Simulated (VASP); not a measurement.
Set up this calculation in VASP 6.6.1, as the native input.

```yaml
Task: single point
Functional: PBEsol
Potentials_or_basis: VASP PAW PBE potentials, release 64 (Cd)
Cutoff: 520 eV
k_mesh: 18 × 18 × 8
Occupations: fermi-dirac, width 0.15 eV
Spin: no spin polarisation
Dipole_correction: no
Further_INCAR_settings: ALGO = Fast; EDIFF = 1e-07; NBANDS = 19
```

The structure of Cd lies in POSCAR:

```
Cd
1.0
    2.9643011460      0.0000000000      0.0000000000
   -1.4821505730      2.5671600969      0.0000000000
    0.0000000000      0.0000000000      5.5173886564
Cd
2
Direct
    0.3333333333      0.6666666667      0.2500000000
    0.6666666667      0.3333333333      0.7500000000
```

These files were run (other wordings do the same):

INCAR

```
ALGO = Fast
EDIFF = 1E-7
ENCUT = 520
GGA = PS
ISIF = 2
ISMEAR = -1
LASPH = T
LCHARG = F
LREAL = F
LWAVE = F
NBANDS = 19
NELM = 80
PREC = Accurate
SIGMA = 0.15
```

KPOINTS

```
k-points
0
Gamma
  18 18 8
```

Potentials or basis: VASP PAW PBE potentials, release 64 (Cd).

Run with:

```bash
$ cat potpaw_PBE.64/Cd/POTCAR > POTCAR
$ mpirun -np 1 vasp_std > vasp.out
```

Results of the run:

```json
{"Pressure": "0.4 GPa", "Band gap on the k mesh": "zero (band 12 reaches 4.45 eV, above the bottom of band 13 at 0.12 eV)"}
```

Caveat: the PAW data sets were made with another functional, which shifts forces and pressure a little.

Run time: 4 min on 1 thread of Oxide Virtual Turin-like Processor, with other jobs on the host, peak memory 0.21 GiB.
